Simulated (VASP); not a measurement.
# Cu (I4/mmm) in VASP: notebook, part 2 of 3

VASP 6.6.1. Earlier steps stand in the parts before.

## (3) Single point, PBEsol

This run uses another cell than the first one, of 11.36 Å³/atom, 1.029 times its volume.

Contents of INCAR:

```
PREC = Accurate
ENCUT = 520
EDIFF = 1E-6
ISMEAR = -1
SIGMA = 0.05
LREAL = False
LASPH = True
NELM = 60
ALGO = Normal
ISIF = 2
LWAVE = False
LCHARG = False
GGA = PS
NBANDS = 12
```

Contents of KPOINTS:

```
regular mesh
0
Gamma
  13 13 13
```

Contents of POSCAR:

```
Cu
1.0
   -1.4384044949      1.4384044949      1.3727271360
    1.4384044949     -1.4384044949      1.3727271360
    1.4384044949      1.4384044949     -1.3727271360
Cu
1
Direct
    0.0000000000      0.0000000000      0.0000000000
```

Potentials or basis: VASP PAW PBE potentials, release 64 (Cu).

Started as:

```bash
$ cat potpaw_PBE.64/Cu/POTCAR > POTCAR
$ mpirun -np 1 vasp_std > vasp.out
```

OUTCAR:

```text
PREC = Accurate
   ENCUT = 520
   EDIFF = 1E-6
   ISMEAR = -1
   LREAL = False
   LASPH = True
   NELM = 60
   ISIF = 2
   GGA = PS

 ion  position               nearest neighbor table
   1  0.000  0.000  0.000-

  LATTYP: Found a body centered tetragonal cell.
 ALAT       =     2.8768089898
 C/A-ratio  =     0.9543401323

  Lattice vectors:

 A1 = (  -1.4384044949,   1.4384044949,   1.3727271360)
 A2 = (   1.4384044949,  -1.4384044949,   1.3727271360)
 A3 = (   1.4384044949,   1.4384044949,  -1.3727271360)

Analysis of symmetry for initial positions (statically):
=====================================================================
 Subroutine PRICEL returns:
 Original cell was already a primitive cell.

 Routine SETGRP: Setting up the symmetry group for a
 body centered tetragonal supercell.

 Subroutine GETGRP returns: Found 16 space group operations
 (whereof 16 operations were pure point group operations)
 out of a pool of 16 trial point group operations.

The static configuration has the point symmetry D_4h.

Analysis of symmetry for dynamics (positions and initial velocities):
=====================================================================
 Subroutine PRICEL returns:
 Original cell was already a primitive cell.

 Routine SETGRP: Setting up the symmetry group for a
 body centered tetragonal supercell.

 Subroutine GETGRP returns: Found 16 space group operations
 (whereof 16 operations were pure point group operations)
 out of a pool of 16 trial point group operations.

The dynamic configuration has the point symmetry D_4h.

 Subroutine INISYM returns: Found 16 space group operations
 (whereof 16 operations are pure point group operations),
 and found     1 'primitive' translations

----------------------------------------------------------------------------------------
[... 114 lines left out ...]
  Thomas-Fermi vector in A             =   2.713662
   LORBIT       =      0    0 simple, 1 ext, 2 COOP (PROOUT), +10 PAW based schemes
   GGA     = PS    functional components
   LHFCALC =     F    Hartree Fock is set to
   AEXX    =    0.0000 exact exchange contribution
   IVDW    =     0    specifies the selected vdW correction
   LEPSILON=     F    determine dielectric tensor
   LRPA    =     F    only Hartree local field effects (RPA)
 non-spin polarized calculation
  energy-cutoff  :      520.00
  volume of cell :       11.36
 maximum number of plane-waves:       323
   NGX =  9   NGY =  9   NGZ =  9

 number of electron      11.0000001 magnetization

 Free energy of the ion-electron system (eV)
  ---------------------------------------------------
  ext. energy  EPLUGINS =         0.00000000
  ---------------------------------------------------
  free energy    TOTEN  =        -4.27610050 eV

  energy without entropy =       -4.27353676  energy(sigma->0) =       -4.27481863

 E-fermi :   7.8315     XC(G=0): -13.1363

 val. band max:        7.8114818651   @ k =  -0.3077   0.4615   0.0769
 cond. band min:       7.8498077029   @ k =  -0.2308   0.4615   0.0769
 fundamental gap:      0.0383258378
 Fermi energy:         7.8315071895

 k-point     1 :       0.0000    0.0000    0.0000
  band No.  band energies     occupation
      1      -1.7936      2.00000
      2       4.5431      2.00000
      3       4.7405      2.00000
      4       4.7405      2.00000
      5       5.6342      2.00000
      6       5.8427      2.00000
      7      32.8358      0.00000
      8      32.8358      0.00000
      9      34.0659      0.00000
     10      36.9553      0.00000
     11      36.9727      0.00000
     12      36.9727      0.00000
[... 331 lines left out ...]
 k-point    24 :       0.4615    0.1538    0.0000
  band No.  band energies     occupation
      1       2.9896      2.00000
      2       3.9099      2.00000
      3       5.0342      2.00000
      4       5.7163      2.00000
      5       6.0603      2.00000
      6       8.7689      0.00000
      7      13.4585      0.00000
      8      20.1675      0.00000
      9      25.3145      0.00000
     10      31.7418      0.00000
     11      37.5447      0.00000
     12      39.8970      0.00000

 [... further k-points ...]

------------------------ aborting loop because EDIFF is reached ----------------------------------------

  FORCE on cell =-STRESS in cart. coord.  units (eV):
  Direction    XX          YY          ZZ          XY          YZ          ZX
  --------------------------------------------------------------------------------------
  -------------------------------------------------------------------------------------
  Total        0.0514757      0.0514757      0.0481641      0.0000000      0.0000000     -0.0000000
  in kB        7.2595006      7.2595006      6.7924635      0.0000000      0.0000000     -0.0000000
  external PRESSURE =       7.1038216 kB  Pullay stress =       0.0000000 kB

 VOLUME and BASIS-vectors are now :
 -----------------------------------------------------------------------------
  energy-cutoff  :      520.00
  volume of cell :       11.36
      direct lattice vectors                 reciprocal lattice vectors
    -1.438404495  1.438404495  1.372727136     0.000000000  0.347607368  0.364238447
     1.438404495 -1.438404495  1.372727136     0.347607368  0.000000000  0.364238447
     1.438404495  1.438404495 -1.372727136     0.347607368  0.347607368  0.000000000

 POSITION                                       TOTAL-FORCE (eV/Angst)
 -----------------------------------------------------------------------------------
      0.00000      0.00000      0.00000         0.000000      0.000000      0.000000
 -----------------------------------------------------------------------------------
    total drift:                                0.000000      0.000000      0.000000

  FREE ENERGIE OF THE ION-ELECTRON SYSTEM (eV)
  ---------------------------------------------------
  free  energy   TOTEN  =        -4.2761004976 eV

  energy  without entropy=       -4.2735367638  energy(sigma->0) =       -4.27481863
```

OSZICAR:

```text
N       E                     dE             d eps       ncg     rms          rms(c)
DAV:   1     0.410402499714E+02    0.41040E+02   -0.54320E+03  5324   0.157E+03
DAV:   2    -0.407214373275E+01   -0.45112E+02   -0.41765E+02  4852   0.202E+02
DAV:   3    -0.535106313907E+01   -0.12789E+01   -0.12636E+01  5480   0.394E+01
DAV:   4    -0.535840221396E+01   -0.73391E-02   -0.73380E-02  5268   0.266E+00
DAV:   5    -0.535846990726E+01   -0.67693E-04   -0.67693E-04  5524   0.259E-01    0.829E+00
DAV:   6    -0.468718586484E+01    0.67128E+00   -0.16088E+01  5436   0.773E+01    0.404E+00
DAV:   7    -0.429148931951E+01    0.39570E+00   -0.24440E+00  5508   0.299E+01    0.624E-01
DAV:   8    -0.427738292485E+01    0.14106E-01   -0.55168E-03  5856   0.870E-01    0.263E-01
DAV:   9    -0.427609243494E+01    0.12905E-02   -0.67595E-03  5848   0.139E+00    0.231E-02
DAV:  10    -0.427609942134E+01   -0.69864E-05   -0.33734E-05  6792   0.989E-02    0.561E-03
DAV:  11    -0.427610044788E+01   -0.10265E-05   -0.43743E-07  3740   0.126E-02    0.282E-04
DAV:  12    -0.427610049757E+01   -0.49697E-07   -0.49710E-08  2628   0.250E-03
   1 F= -.42761005E+01 E0= -.42748186E+01  d E =-.256373E-02
```

Wall time 12 s (1 thread of Intel Xeon Platinum 8488C (Sapphire Rapids), shared host); peak memory 0.14 GiB.

Results:

* Free energy: -4.2761 eV
* Pressure: 0.7 GPa

Caveat: the PAW data sets were made with another functional, which shifts forces and pressure a little.

## (4) Relaxation of cell and atoms, PBEsol

This run uses another cell than the first one, of 11.46 Å³/atom, 1.038 times its volume.

Contents of INCAR:

```
PREC = Accurate
ENCUT = 600
EDIFF = 1E-6
ISMEAR = -1
SIGMA = 0.05
LREAL = False
LASPH = True
NELM = 100
ALGO = Normal
ISIF = 3
LWAVE = False
LCHARG = False
GGA = PS
IBRION = 2
NSW = 80
EDIFFG = -0.005
```

KPOINTS is that of step 3.

Contents of POSCAR:

```
Cu
1.0
   -1.4427933200      1.4427933200      1.3760814500
    1.4427933200     -1.4427933200      1.3760814500
    1.4427933200      1.4427933200     -1.3760814500
Cu
1
Direct
    0.0000000000      0.0000000000      0.0000000000
```

Potentials or basis: VASP PAW PBE potentials, release 64 (Cu).

Started as:

```bash
$ cat potpaw_PBE.64/Cu/POTCAR > POTCAR
$ mpirun -np 1 vasp_std > vasp.out
```

OUTCAR:

```text
PREC = Accurate
   ENCUT = 600
   EDIFF = 1E-6
   ISMEAR = -1
   LREAL = False
   LASPH = True
   NELM = 100
   ISIF = 3
   GGA = PS
   IBRION = 2
   NSW = 80
   EDIFFG = -0.005

 ion  position               nearest neighbor table
   1  0.000  0.000  0.000-

  LATTYP: Found a body centered tetragonal cell.
 ALAT       =     2.8855866400
 C/A-ratio  =     0.9537620052

  Lattice vectors:

 A1 = (  -1.4427933200,   1.4427933200,   1.3760814500)
 A2 = (   1.4427933200,  -1.4427933200,   1.3760814500)
 A3 = (   1.4427933200,   1.4427933200,  -1.3760814500)

Analysis of symmetry for initial positions (statically):
=====================================================================
 Subroutine PRICEL returns:
 Original cell was already a primitive cell.

 Routine SETGRP: Setting up the symmetry group for a
 body centered tetragonal supercell.

 Subroutine GETGRP returns: Found 16 space group operations
 (whereof 16 operations were pure point group operations)
 out of a pool of 16 trial point group operations.

The static configuration has the point symmetry D_4h.

Analysis of symmetry for dynamics (positions and initial velocities):
=====================================================================
 Subroutine PRICEL returns:
 Original cell was already a primitive cell.

 Routine SETGRP: Setting up the symmetry group for a
 body centered tetragonal supercell.

 Subroutine GETGRP returns: Found 16 space group operations
 (whereof 16 operations were pure point group operations)
 out of a pool of 16 trial point group operations.

The dynamic configuration has the point symmetry D_4h.

 Subroutine INISYM returns: Found 16 space group operations
 (whereof 16 operations are pure point group operations),
 and found     1 'primitive' translations

[... 127 lines left out ...]
 maximum number of plane-waves:       400
   NGX =  9   NGY =  9   NGZ =  9

--------------------------------------- Ionic step        1  -------------------------------------------

 number of electron      11.0000000 magnetization

 Free energy of the ion-electron system (eV)
  ---------------------------------------------------
  ext. energy  EPLUGINS =         0.00000000
  ---------------------------------------------------
  free energy    TOTEN  =        -4.27631050 eV

  energy without entropy =       -4.27370802  energy(sigma->0) =       -4.27500926

------------------------ aborting loop because EDIFF is reached ----------------------------------------

  FORCE on cell =-STRESS in cart. coord.  units (eV):
  Direction    XX          YY          ZZ          XY          YZ          ZX
  --------------------------------------------------------------------------------------
  -------------------------------------------------------------------------------------
  Total       -0.0411924     -0.0411924     -0.0477135      0.0000000     -0.0000000     -0.0000000
  in kB       -5.7599061     -5.7599061     -6.6717523      0.0000000     -0.0000000     -0.0000000
  external PRESSURE =      -6.0638548 kB  Pullay stress =       0.0000000 kB
[... 127 lines left out ...]
--------------------------------------- Ionic step        5  -------------------------------------------

 number of electron      11.0000000 magnetization

 Free energy of the ion-electron system (eV)
  ---------------------------------------------------
  ext. energy  EPLUGINS =         0.00000000
  ---------------------------------------------------
  free energy    TOTEN  =        -4.27639390 eV

  energy without entropy =       -4.27380800  energy(sigma->0) =       -4.27510095

 E-fermi :   7.7674     XC(G=0): -13.1070

 val. band max:        7.7445129662   @ k =  -0.3077   0.4615   0.0769
 cond. band min:       7.7832199576   @ k =  -0.2308   0.4615   0.0769
 fundamental gap:      0.0387069914
 Fermi energy:         7.7674432247

 k-point     1 :       0.0000    0.0000    0.0000
  band No.  band energies     occupation
      1      -1.8183      2.00000
      2       4.4951      2.00000
      3       4.6944      2.00000
      4       4.6944      2.00000
      5       5.5781      2.00000
      6       5.7888      2.00000
      7      32.7129      0.00000
      8      32.7129      0.00000
      9      33.9650      0.00000
[... 265 lines left out ...]
 k-point    24 :       0.4615    0.1538    0.0000
  band No.  band energies     occupation
      1       2.9540      2.00000
      2       3.8680      2.00000
      3       4.9872      2.00000
      4       5.6619      2.00000
      5       6.0036      2.00000
      6       8.7041      0.00000
      7      13.3725      0.00000
      8      20.0577      0.00000
      9      25.1938      0.00000

 [... further k-points ...]

------------------------ aborting loop because EDIFF is reached ----------------------------------------

  FORCE on cell =-STRESS in cart. coord.  units (eV):
  Direction    XX          YY          ZZ          XY          YZ          ZX
  --------------------------------------------------------------------------------------
  -------------------------------------------------------------------------------------
  Total       -0.0007490     -0.0007490     -0.0047517      0.0000000      0.0000000      0.0000000
  in kB       -0.1051079     -0.1051079     -0.6668069      0.0000000      0.0000000      0.0000000
  external PRESSURE =      -0.2923409 kB  Pullay stress =       0.0000000 kB
[... 16 lines left out ...]
  FREE ENERGIE OF THE ION-ELECTRON SYSTEM (eV)
  ---------------------------------------------------
  free  energy   TOTEN  =        -4.2763939014 eV

  energy  without entropy=       -4.2738079975  energy(sigma->0) =       -4.27510095

 reached required accuracy - stopping structural energy minimisation
```

OSZICAR:

```text
N       E                     dE             d eps       ncg     rms          rms(c)
DAV:   1     0.379416872414E+02    0.37942E+02   -0.61962E+03  3609   0.229E+03
DAV:   2    -0.489196027617E+01   -0.42834E+02   -0.40764E+02  3564   0.205E+02
DAV:   3    -0.535234049196E+01   -0.46038E+00   -0.45939E+00  4088   0.309E+01
[... 30 lines left out ...]
       N       E                     dE             d eps       ncg     rms          rms(c)
DAV:   1    -0.427639876258E+01   -0.47277E-05   -0.93441E-05  3359   0.254E-01    0.185E-02
DAV:   2    -0.427639566379E+01    0.30988E-05   -0.75196E-05  3478   0.201E-01    0.743E-03
DAV:   3    -0.427639408768E+01    0.15761E-05   -0.12133E-05  3336   0.831E-02    0.264E-03
DAV:   4    -0.427639390142E+01    0.18626E-06   -0.17177E-07  1767   0.549E-03
   5 F= -.42763939E+01 E0= -.42751009E+01  d E =-.834031E-04
```

CONTCAR:

```text
Cu
   1.00000000000000
    -1.4411589254823540    1.4411589254823540    1.3742758505125825
     1.4411589254823540   -1.4411589254823540    1.3742758505125825
     1.4411589254823540    1.4411589254823540   -1.3742758505125825
  Cu
     1
Direct
     0.0000000000000000    0.0000000000000000    0.0000000000000000

  0.00000000E+00  0.00000000E+00  0.00000000E+00
```

Wall time 27 s (1 thread of Intel Xeon Platinum 8488C (Sapphire Rapids), shared host); peak memory 0.14 GiB.

What came out:

```
Free energy                            : -4.2764 eV
Relaxed volume                         : 11.42 Å³/atom
Relaxed cell                           : a = 2.458 Å, b = 2.458 Å, c = 2.458 Å, α = 108.21°, β = 108.21°, γ = 112.02°
Space group after relaxing (to 0.05 Å) : I4/mmm (No. 139)
Energy gained by relaxing              : 0.1 meV/atom
Ionic steps                            : 5
Pressure after relaxing                : 0.0 GPa
```

Final structure:
```yaml
crystal:
  lattice:
    - [-1.44116, 1.44116, 1.37428]
    - [1.44116, -1.44116, 1.37428]
    - [1.44116, 1.44116, -1.37428]
  atoms:
    - { symbol: Cu, position: [0.00000, 0.00000, 0.00000] }
```

Levels at points of the mesh, in eV from the Fermi level:
```
           k point  band 3  band 4  band 5  band 6  band 7  band 8  band 9
(0.00, 0.00, 0.00)   -3.07   -3.07   -2.19   -1.98   24.95   24.95   26.20
```

Caveat: the PAW data sets were made with another functional, which shifts forces and pressure a little.

(Continued in part 3 of 3.)
